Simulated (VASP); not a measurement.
# CS2 in VASP: a series of runs, part 2 of 2

VASP 6.6.1. Earlier steps stand in the parts before.

## 5. Single point, PBE+D3(BJ)

Contents of INCAR:

```
SYSTEM = CS2
PREC     = Accurate       ! precision mode
ENCUT    = 520            ! plane-wave cutoff, eV
EDIFF    = 1E-6           ! SCF threshold, eV
ISMEAR   = -1             ! smearing method
SIGMA    = 0.05           ! smearing width, eV
LREAL    = Auto         
LASPH    = .TRUE.         ! aspherical terms in the spheres
NELM     = 80             ! most SCF steps
ALGO     = Normal         ! electronic algorithm
ISIF     = 2              ! what is computed and relaxed
LWAVE    = .FALSE.        ! write WAVECAR
LCHARG   = .TRUE.         ! write CHGCAR
GGA      = PE             ! functional
IVDW     = 12             ! dispersion correction
LELF     = .TRUE.         ! ELF
LVHAR    = .TRUE.       
NBANDS   = 82             ! bands
```

Contents of KPOINTS:

```
regular mesh
0
G
  1 1 1
  0 0 0
```

Contents of POSCAR:

```
CS2
1.0
    9.5828400000      0.0000000000      0.0000000000
    0.0000000000      9.5828400000      0.0000000000
    0.0000000000      0.0000000000      9.5828400000
S C
16 8
Direct
    0.0545245460      0.9537151826      0.9010689942
    0.2228879956      0.7403441986      0.7258077981
    0.4229748175      0.4797951338      0.4271802514
    0.5062486695      0.5064365053      0.1070350752
    0.8745841525      0.9752954239      0.5392868920
    0.6051337599      0.7888475650      0.5615245585
    0.7245346891      0.4928079776      0.7596391049
    0.7389980423      0.2296918241      0.9596528795
    0.9194977689      0.5864754081      0.0291980248
    1.1753300692      0.4051721619      0.1143293637
    0.3294952227      0.8668724512      0.1786213690
    0.6464889323      0.9317801403      0.1213105927
    0.7562267553      0.3134561362      0.3296934938
    0.9414015052      0.5589365992      0.4292777506
    0.1411898769      0.3321666646      0.7363370358
    0.4373755588      0.1966640370      0.6991038147
    0.1367861719      0.8482975819      0.8099790876
    0.4753079463      0.4936428032      0.2700765118
    0.7411477182      0.8812314512      0.5543241878
    0.7347091259      0.3583071407      0.8571154272
    1.0527046262      0.4953959369      0.0630293316
    0.4876320590      0.8976149033      0.1435169532
    0.8437999591      0.4423219004      0.3764645971
    0.2891418410      0.2623021985      0.7175325895
```

Potentials or basis: VASP PAW PBE potentials, release 64 (S, C).

Run with:

```sh
cat potpaw_PBE.64/S/POTCAR potpaw_PBE.64/C/POTCAR > POTCAR
mpirun -np 1 vasp_gam > vasp.out
```

OUTCAR:

```text
SYSTEM = CS2
   PREC = Accurate
   ENCUT = 520
   EDIFF = 1E-6
   ISMEAR = -1
   LREAL = Auto
   LASPH = .TRUE.
   NELM = 80
   ISIF = 2
   GGA = PE
   IVDW = 12
 IVDW          = 12

 ion  position               nearest neighbor table
   1  0.055  0.954  0.901-  17 1.55
   2  0.223  0.740  0.726-  17 1.55
   3  0.423  0.480  0.427-  18 1.59
   4  0.506  0.506  0.107-  18 1.60
   5  0.875  0.975  0.539-  19 1.57
[... 319 lines left out ...]
  -------------------------------------------------------------------------------------
  Total      -7.17100    -4.65646    -7.21308    -0.45203     3.13363     2.68661
  in kB     -13.05592    -8.47781   -13.13253    -0.82299     5.70526     4.89139
  external pressure =      -11.56 kB  Pullay stress =        0.00 kB

 VOLUME and BASIS-vectors are now :
 -----------------------------------------------------------------------------
  energy-cutoff  :      520.00
  volume of cell :      880.00
      direct lattice vectors                 reciprocal lattice vectors
     9.582840000  0.000000000  0.000000000     0.104353198  0.000000000  0.000000000
     0.000000000  9.582840000  0.000000000     0.000000000  0.104353198  0.000000000
     0.000000000  0.000000000  9.582840000     0.000000000  0.000000000  0.104353198

 POSITION                                       TOTAL-FORCE (eV/Angst)
 -----------------------------------------------------------------------------------
      0.52250      9.13930      8.63480        -0.176186      0.253894      0.016209
      2.13590      7.09460      6.95530         0.124355     -0.242571     -0.287887
      4.05330      4.59780      4.09360         0.632744      0.135469     -1.494403
      4.85130      4.85310      1.02570         0.018446     -0.060352      1.799837
      8.38100      9.34610      5.16790        -0.597733     -0.445156      0.153110
      5.79890      7.55940      5.38100         0.789489      0.555335      0.031827
[... 16 lines left out ...]
      8.08600      4.23870      3.60760        -0.087098     -0.865476      0.003857
      2.77080      2.51360      6.87600        -0.493707      0.285455      0.053724
 -----------------------------------------------------------------------------------
    total drift:                               -0.017887     -0.024905      0.004726

  FREE ENERGIE OF THE ION-ELECTRON SYSTEM (eV)
  ---------------------------------------------------
  free  energy   TOTEN  =      -135.3355313508 eV

  energy  without entropy=     -135.3355313507  energy(sigma->0) =     -135.33553135
```

OSZICAR:

```text
N       E                     dE             d eps       ncg     rms          rms(c)
DAV:   1     0.109409805308E+04    0.10941E+04   -0.56456E+04   164   0.133E+03
DAV:   2     0.473287184968E+01   -0.10894E+04   -0.10459E+04   222   0.258E+02
DAV:   3    -0.135916877104E+03   -0.14065E+03   -0.13890E+03   192   0.100E+02
DAV:   4    -0.141150432842E+03   -0.52336E+01   -0.51042E+01   200   0.230E+01
DAV:   5    -0.141378194258E+03   -0.22776E+00   -0.22576E+00   208   0.442E+00    0.581E+01
DAV:   6    -0.133317630497E+03    0.80606E+01   -0.23185E+01   168   0.158E+01    0.299E+01
DAV:   7    -0.132743442698E+03    0.57419E+00   -0.60953E+00   168   0.783E+00    0.134E+01
DAV:   8    -0.132743641329E+03   -0.19863E-03   -0.66859E-01   192   0.223E+00    0.295E+00
DAV:   9    -0.132714768501E+03    0.28873E-01   -0.16826E-01   184   0.119E+00    0.175E+00
DAV:  10    -0.132710878913E+03    0.38896E-02   -0.19784E-02   184   0.468E-01    0.111E+00
DAV:  11    -0.132709676771E+03    0.12021E-02   -0.50805E-03   192   0.220E-01    0.553E-01
DAV:  12    -0.132709230794E+03    0.44598E-03   -0.67162E-04   184   0.812E-02    0.343E-01
DAV:  13    -0.132708835540E+03    0.39525E-03   -0.68675E-04   184   0.846E-02    0.913E-02
DAV:  14    -0.132708721383E+03    0.11416E-03   -0.29859E-04   216   0.600E-02    0.522E-02
DAV:  15    -0.132708675907E+03    0.45476E-04   -0.50552E-05   232   0.314E-02    0.471E-02
DAV:  16    -0.132708656195E+03    0.19713E-04   -0.15485E-05   208   0.174E-02    0.309E-02
DAV:  17    -0.132708642417E+03    0.13778E-04   -0.99958E-06   208   0.170E-02    0.925E-03
DAV:  18    -0.132708642385E+03    0.32123E-07   -0.68360E-06   192   0.832E-03
   1 F= -.13533553E+03 E0= -.13533553E+03  d E =-.805171E-10
```

Run time: 1.7 min. Hardware: 1 thread of AMD EPYC 7R43 (Zen 3), shared host; peak memory 0.68 GiB.

What came out:

```
Free energy                : -135.3355 eV
Pressure                   : -1.2 GPa
Largest force              : 1.821 eV/Å
Band gap on the k mesh     : 2.99 eV
Dispersion energy per atom : -0.109 eV
```

Forces in eV/Å, atoms in the order of the input:
```
S   -0.176  0.254  0.016
S    0.124 -0.243 -0.288
S    0.633  0.135 -1.494
S    0.018 -0.060  1.800
S   -0.598 -0.445  0.153
S    0.789  0.555  0.032
S    0.044 -1.542  0.740
S    0.065  0.879 -0.812
S    1.040 -0.362  0.118
S    0.469 -0.455  0.023
S    1.120  0.173 -0.405
S   -0.688 -0.320  0.000
S    0.034  0.123  0.032
S    0.288  0.651  0.167
S    0.856 -0.406 -0.169
S   -0.447  0.071  0.056
C    0.070 -0.004  0.247
C   -0.634  0.089 -0.347
C   -0.225 -0.032 -0.227
C   -0.200  0.547 -0.287
C   -1.566  0.926  0.087
C   -0.437  0.046  0.504
C   -0.087 -0.865  0.004
C   -0.494  0.285  0.054
```

Caveat: the k points lie up to 0.66 Å⁻¹ apart.
